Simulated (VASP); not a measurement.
# WC (Fm-3m) in VASP: single point with PBEsol

Aim: the single point of WC with PBEsol.

All numbers are computed with VASP 6.6.1; they aren't measurements. Logs are shortened: lines on timing, memory, paths and dates and some standing lists are left out, and cuts for length are marked.

## 1. The cell of the first run

Symmetry: Fm-3m, No. 225, cubic system. The conventional cell has a = 4.385 Å, b = 4.385 Å, c = 4.385 Å, α = 90.00°, β = 90.00°, γ = 90.00°. W (site symmetry m-3m) has 6 C at 2.19 Å within 2.9 Å. C (site symmetry m-3m) has 6 W at 2.19 Å within 2.9 Å.

## 2. Single point, PBEsol

INCAR reads:

```
SYSTEM = WC
  ALGO = Normal
  EDIFF = 1E-6
  ENCUT = 600
  GGA = PS
  GGA_COMPAT = .False.
  ISIF = 2
  ISMEAR = -1
  LASPH = .True.
  LCHARG = .False.
  LREAL = .False.
  LWAVE = .False.
  NBANDS = 86
  NELM = 120
  PREC = Accurate
  SIGMA = 0.1
```

KPOINTS reads:

```
k-points
0
Gamma
  3 3 3
  0 0 0
```

POSCAR reads:

```
WC
1.0
    0.0000000000      4.3853600000      4.3853600000
    4.3853600000      0.0000000000      4.3853600000
    4.3853600000      4.3853600000      0.0000000000
W C
8 8
Direct
    0.0000000000      0.0000000000      0.0000000000
    0.0000000000      0.0000000000      0.5000000000
    0.0000000000      0.5000000000      0.0000000000
    0.0000000000      0.5000000000      0.5000000000
    0.5000000000      0.0000000000      0.0000000000
    0.5000000000      0.0000000000      0.5000000000
    0.5000000000      0.5000000000      0.0000000000
    0.5000000000      0.5000000000      0.5000000000
    0.2500000000      0.2500000000      0.2500000000
    0.2500000000      0.2500000000      0.7500000000
    0.2500000000      0.7500000000      0.2500000000
    0.2500000000      0.7500000000      0.7500000000
    0.7500000000      0.2500000000      0.2500000000
    0.7500000000      0.2500000000      0.7500000000
    0.7500000000      0.7500000000      0.2500000000
    0.7500000000      0.7500000000      0.7500000000
```

Potentials or basis: VASP PAW PBE potentials, release 64 (W_sv, C).

Launch:

```
$ cat potpaw_PBE.64/W_sv/POTCAR potpaw_PBE.64/C/POTCAR > POTCAR
$ mpirun -np 1 vasp_std > vasp.out
```

OUTCAR:

```text
SYSTEM = WC
   EDIFF = 1E-6
   ENCUT = 600
   GGA = PS
   ISIF = 2
   ISMEAR = -1
   LASPH = .True.
   LREAL = .False.
   NELM = 120
   PREC = Accurate

 ion  position               nearest neighbor table
   1  0.000  0.000  0.000-  10 2.19  11 2.19  12 2.19  13 2.19  14 2.19  15 2.19   2 3.10   3 3.10
                             5 3.10   2 3.10   4 3.10   6 3.10   3 3.10   4 3.10   7 3.10   5 3.10
   2  0.000  0.000  0.500-   9 2.19  11 2.19  12 2.19  13 2.19  14 2.19  16 2.19   1 3.10   4 3.10
                             6 3.10   1 3.10   3 3.10   5 3.10   3 3.10   4 3.10   8 3.10   5 3.10
   3  0.000  0.500  0.000-   9 2.19  10 2.19  12 2.19  13 2.19  15 2.19  16 2.19   1 3.10   4 3.10
                             7 3.10   2 3.10   4 3.10   8 3.10   1 3.10   2 3.10   5 3.10   5 3.10
   4  0.000  0.500  0.500-   9 2.19  10 2.19  11 2.19  14 2.19  15 2.19  16 2.19   2 3.10   3 3.10
                             8 3.10   1 3.10   3 3.10   7 3.10   1 3.10   2 3.10   6 3.10   6 3.10
   5  0.500  0.000  0.000-   9 2.19  10 2.19  11 2.19  14 2.19  15 2.19  16 2.19   1 3.10   6 3.10
                             7 3.10   2 3.10   6 3.10   8 3.10   3 3.10   7 3.10   8 3.10   1 3.10
   6  0.500  0.000  0.500-   9 2.19  10 2.19  12 2.19  13 2.19  15 2.19  16 2.19   2 3.10   5 3.10
                             8 3.10   1 3.10   5 3.10   7 3.10   4 3.10   7 3.10   8 3.10   1 3.10
   7  0.500  0.500  0.000-   9 2.19  11 2.19  12 2.19  13 2.19  14 2.19  16 2.19   3 3.10   5 3.10
                             8 3.10   4 3.10   6 3.10   8 3.10   1 3.10   5 3.10   6 3.10   1 3.10
   8  0.500  0.500  0.500-  10 2.19  11 2.19  12 2.19  13 2.19  14 2.19  15 2.19   4 3.10   6 3.10
                             7 3.10   3 3.10   5 3.10   7 3.10   2 3.10   5 3.10   6 3.10   2 3.10
   9  0.250  0.250  0.250-   2 2.19   3 2.19   4 2.19   5 2.19   6 2.19   7 2.19
  10  0.250  0.250  0.750-   1 2.19   3 2.19   4 2.19   5 2.19   6 2.19   8 2.19
  11  0.250  0.750  0.250-   1 2.19   2 2.19   4 2.19   5 2.19   7 2.19   8 2.19
  12  0.250  0.750  0.750-   1 2.19   2 2.19   3 2.19   6 2.19   7 2.19   8 2.19
  13  0.750  0.250  0.250-   1 2.19   2 2.19   3 2.19   6 2.19   7 2.19   8 2.19
  14  0.750  0.250  0.750-   1 2.19   2 2.19   4 2.19   5 2.19   7 2.19   8 2.19
  15  0.750  0.750  0.250-   1 2.19   3 2.19   4 2.19   5 2.19   6 2.19   8 2.19
  16  0.750  0.750  0.750-   2 2.19   3 2.19   4 2.19   5 2.19   6 2.19   7 2.19

  LATTYP: Found a face centered cubic cell.
 ALAT       =     8.7707200000

  Lattice vectors:

 A1 = (   0.0000000000,   4.3853600000,   4.3853600000)
 A2 = (   4.3853600000,   0.0000000000,   4.3853600000)
 A3 = (   4.3853600000,   4.3853600000,   0.0000000000)

Analysis of symmetry for initial positions (statically):
=====================================================================
 Subroutine PRICEL returns following result:

  LATTYP: Found a face centered cubic cell.
 ALAT       =     4.3853600000

  Lattice vectors:

 A1 = (   0.0000000000,   2.1926800000,   2.1926800000)
 A2 = (   2.1926800000,   0.0000000000,   2.1926800000)
 A3 = (   2.1926800000,   2.1926800000,   0.0000000000)

   8 primitive cells build up your supercell.

 Routine SETGRP: Setting up the symmetry group for a
 face centered cubic supercell.

 Subroutine GETGRP returns: Found 48 space group operations
 (whereof 48 operations were pure point group operations)
 out of a pool of 48 trial point group operations.

The static configuration has the point symmetry O_h .

Analysis of symmetry for dynamics (positions and initial velocities):
=====================================================================
 Subroutine PRICEL returns following result:

  LATTYP: Found a face centered cubic cell.
 ALAT       =     4.3853600000

  Lattice vectors:

 A1 = (   0.0000000000,   2.1926800000,   2.1926800000)
 A2 = (   2.1926800000,   0.0000000000,   2.1926800000)
 A3 = (   2.1926800000,   2.1926800000,   0.0000000000)

   8 primitive cells build up your supercell.

 Routine SETGRP: Setting up the symmetry group for a
 face centered cubic supercell.

 Subroutine GETGRP returns: Found 48 space group operations
 (whereof 48 operations were pure point group operations)
 out of a pool of 48 trial point group operations.

The dynamic configuration has the point symmetry O_h .

 Subroutine INISYM returns: Found 48 space group operations
 (whereof 48 operations are pure point group operations),
 and found     8 'primitive' translations

----------------------------------------------------------------------------------------

                                     Primitive cell

  volume of cell :      21.0841

  direct lattice vectors                    reciprocal lattice vectors
     0.000000000  2.192680000  2.192680000    -0.228031450  0.228031450  0.228031450
     2.192680000  0.000000000  2.192680000     0.228031450 -0.228031450  0.228031450
     2.192680000  2.192680000  0.000000000     0.228031450  0.228031450 -0.228031450

  length of vectors
     3.100917794  3.100917794  3.100917794     0.394962057  0.394962057  0.394962057

  position of ions in fractional coordinates (direct lattice)
     0.000000000  0.000000000  0.000000000
     0.500000000  0.500000000  0.500000000

  ion indices of the primitive-cell ions
   primitive index   ion index
                 1           1
                 2           9

----------------------------------------------------------------------------------------

 KPOINTS: k-points

Automatic generation of k-mesh.
 Grid dimensions read from file:
 generate k-points for:    3    3    3

 Generating k-lattice:

  Cartesian coordinates                     Fractional coordinates (reciprocal lattice)
    -0.038005242  0.038005242  0.038005242     0.333333333  0.000000000  0.000000000
     0.038005242 -0.038005242  0.038005242     0.000000000  0.333333333  0.000000000
     0.038005242  0.038005242 -0.038005242     0.000000000  0.000000000  0.333333333

  Length of vectors
     0.065827010  0.065827010  0.065827010

  Shift w.r.t. Gamma in fractional coordinates (k-lattice)
     0.000000000  0.000000000  0.000000000

 Subroutine IBZKPT returns following result:
 ===========================================

 Found      4 irreducible k-points:

 Following reciprocal coordinates:
            Coordinates               Weight
  0.000000  0.000000  0.000000      1.000000
  0.333333  0.000000  0.000000      8.000000
  0.333333  0.333333  0.000000      6.000000
 -0.333333  0.333333  0.000000     12.000000
   k-points           NKPTS =      4   k-points in BZ     NKDIM =      4   number of bands    NBANDS=     86
   number of dos      NEDOS =    301   number of ions     NIONS =     16
   total plane-waves  NPLWV = 125000
   dimension x,y,z NGX =    50 NGY =   50 NGZ =   50
   dimension x,y,z NGXF=   100 NGYF=  100 NGZF=  100
   ions per type =               8   8
   NGX,Y,Z   is equivalent  to a cutoff of  13.40, 13.40, 13.40 a.u.
   NGXF,Y,Z  is equivalent  to a cutoff of  26.81, 26.81, 26.81 a.u.
 SYSTEM =  WC
   PREC   = accura    normal or accurate (medium, high low for compatibility)
   ISTART =      0    job   : 0-new  1-cont  2-samecut
   ICHARG =      2    charge: 1-file 2-atom 10-const
   ISPIN  =      1    spin polarized calculation?
   LNONCOLLINEAR =      F non collinear calculations
   LSORBIT =      F    spin-orbit coupling
   LASPH  =      T    aspherical Exc in radial PAW
   ENCUT  =  600.0 eV  44.10 Ry    6.64 a.u.  12.39 12.39 12.39*2*pi/ulx,y,z
   NELM   =    120;   NELMIN=  2; NELMDL= -5     # of ELM steps
   EDIFF  = 0.1E-05   stopping-criterion for ELM
   LREAL  =      F    real-space projection
   EDIFFG = 0.1E-04   stopping-criterion for IOM
   NSW    =      0    number of steps for IOM
   IBRION =     -1    ionic relax: 0-MD 1-quasi-New 2-CG
   NFREE  =      0    steps in history (QN), initial steepest desc. (CG)
   ISIF   =      2    stress and relaxation
   ISYM   =      2    0-nonsym 1-usesym 2-fastsym
   POTIM  = 0.5000    time-step for ionic-motion
   TEBEG  =    0.0;   TEEND  =   0.0 temperature during run
   PSTRESS=    0.0 pullay stress
   NELECT =     144.0000    total number of electrons
   NUPDOWN=      -1.0000    fix difference up-down
   EMIN   =  10.00;   EMAX   =-10.00  energy-range for DOS
   EFERMI =   0.00;   METHOD = LEGACY
   ISMEAR =    -1;   SIGMA  =   0.10  broadening in eV -4-tet -1-fermi 0-gaus
   EFERMI_NEDOS =   21; number of points for ismear=-14 and -15
   IALGO  =     38    algorithm
   IMIX   =      4    mixing-type and parameters
     AMIX     =   0.40;   BMIX     =  1.00
     AMIX_MAG =   1.60;   BMIX_MAG =  1.00
  volume/ion in A,a.u.               =      10.54        71.14
  Fermi-wavevector in a.u.,A,eV,Ry     =   1.553032  2.934805 32.816007  2.411908
  Thomas-Fermi vector in A             =   2.657321
   LORBIT       =      0    0 simple, 1 ext, 2 COOP (PROOUT), +10 PAW based schemes
   GGA     = PS    functional components
   LHFCALC =     F    Hartree Fock is set to
   AEXX    =    0.0000 exact exchange contribution
   IVDW    =     0    specifies the selected vdW correction
   LEPSILON=     F    determine dielectric tensor
   LRPA    =     F    only Hartree local field effects (RPA)
 non-spin polarized calculation
  energy-cutoff  :      600.00
  volume of cell :      168.67
 maximum number of plane-waves:      5634
 NGX is ok and might be reduce to    50
   NGX = 25   NGY = 25   NGZ = 25

 number of electron     144.0000009 magnetization

 Free energy of the ion-electron system (eV)
  ---------------------------------------------------
  ext. energy  EPLUGINS =         0.00000000
  ---------------------------------------------------
  free energy    TOTEN  =      -183.57639667 eV

  energy without entropy =     -183.24640606  energy(sigma->0) =     -183.41140137

 E-fermi :  12.2381     XC(G=0): -13.8420

 val. band max:       12.1570498701   @ k =   0.3333   0.3333   0.0000
 cond. band min:      12.4316387442   @ k =  -0.3333   0.3333   0.0000
 fundamental gap:      0.2745888740
 Fermi energy:        12.2380656154

 k-point     1 :       0.0000    0.0000    0.0000
  band No.  band energies     occupation
      1     -63.1159      2.00000
      2     -63.0789      2.00000
      3     -63.0789      2.00000
      4     -63.0789      2.00000
      5     -63.0789      2.00000
      6     -63.0664      2.00000
[... 76 lines left out ...]
     83      13.3008      0.00005
     84      14.5326      0.00000

 k-point     2 :       0.3333    0.0000    0.0000
  band No.  band energies     occupation
      1     -63.1066      2.00000
      2     -63.0881      2.00000
      3     -63.0757      2.00000
      4     -63.0757      2.00000
      5     -63.0757      2.00000
      6     -63.0695      2.00000
[... 76 lines left out ...]
     83      14.4064      0.00000
     84      14.4064      0.00000

 k-point     3 :       0.3333    0.3333    0.0000
  band No.  band energies     occupation
      1     -63.1035      2.00000
      2     -63.0788      2.00000
      3     -63.0788      2.00000
      4     -63.0788      2.00000
      5     -63.0788      2.00000
      6     -63.0788      2.00000
[... 76 lines left out ...]
     83      14.0297      0.00000
     84      14.0297      0.00000

 k-point     4 :      -0.3333    0.3333    0.0000
  band No.  band energies     occupation
      1     -63.0943      2.00000
      2     -63.0881      2.00000
      3     -63.0881      2.00000
      4     -63.0757      2.00000
      5     -63.0757      2.00000
      6     -63.0695      2.00000
[... 76 lines left out ...]
     83      13.8496      0.00000
     84      14.5069      0.00000
 [bands above 84 left out]

------------------------ aborting loop because EDIFF is reached ----------------------------------------

  FORCE on cell =-STRESS in cart. coord.  units (eV):
  Direction    XX          YY          ZZ          XY          YZ          ZX
  --------------------------------------------------------------------------------------
  -------------------------------------------------------------------------------------
  Total       -8.7099563     -8.7099563     -8.7099563      0.0000000      0.0000000      0.0000000
  in kB      -82.7333884    -82.7333884    -82.7333884      0.0000000      0.0000000      0.0000000
  external PRESSURE =     -82.7333884 kB  Pullay stress =       0.0000000 kB

 VOLUME and BASIS-vectors are now :
 -----------------------------------------------------------------------------
  energy-cutoff  :      600.00
  volume of cell :      168.67
      direct lattice vectors                 reciprocal lattice vectors
     0.000000000  4.385360000  4.385360000    -0.114015725  0.114015725  0.114015725
     4.385360000  0.000000000  4.385360000     0.114015725 -0.114015725  0.114015725
     4.385360000  4.385360000  0.000000000     0.114015725  0.114015725 -0.114015725

 POSITION                                       TOTAL-FORCE (eV/Angst)
 -----------------------------------------------------------------------------------
      0.00000      0.00000      0.00000        -0.000000     -0.000000      0.000000
      2.19268      2.19268      0.00000         0.000000     -0.000000     -0.000000
      2.19268      0.00000      2.19268        -0.000000     -0.000000      0.000000
      4.38536      2.19268      2.19268         0.000000      0.000000     -0.000000
      0.00000      2.19268      2.19268        -0.000000      0.000000      0.000000
      2.19268      4.38536      2.19268         0.000000     -0.000000     -0.000000
[... 8 lines left out ...]
      4.38536      4.38536      6.57804        -0.000000     -0.000000     -0.000000
      6.57804      6.57804      6.57804         0.000000      0.000000     -0.000000
 -----------------------------------------------------------------------------------
    total drift:                                0.000000     -0.000000      0.000000

  FREE ENERGIE OF THE ION-ELECTRON SYSTEM (eV)
  ---------------------------------------------------
  free  energy   TOTEN  =      -183.5763966689 eV

  energy  without entropy=     -183.2464060622  energy(sigma->0) =     -183.41140137
```

Run time: 2.2 min. Hardware: 1 thread of AMD EPYC 7R43 (Zen 3), shared host; peak memory 0.31 GiB.

What came out:

```yaml
Free_energy: -183.5764 eV
Pressure: -8.3 GPa
Band_gap_on_the_k_mesh: zero (bands 72 and 73 overlap by 0.57 eV)
```

Levels at points of the mesh, in eV from the Fermi level:
```csv
k point,band 70,band 71,band 72,band 73,band 74,band 75
"(0.00, 0.00, 0.00)",-1.02,-0.96,-0.96,0.86,0.86,0.86
```

Caveat: the k points lie up to 0.41 Å⁻¹ apart, too coarse for converged energies and pressures of a metal; the PAW data sets were made with another functional, which shifts forces and pressure a little; spin-orbit coupling is left out, which moves the levels of the heavy elements.

The gap in the log of VASP goes by the Fermi energy; the results here count the filled bands.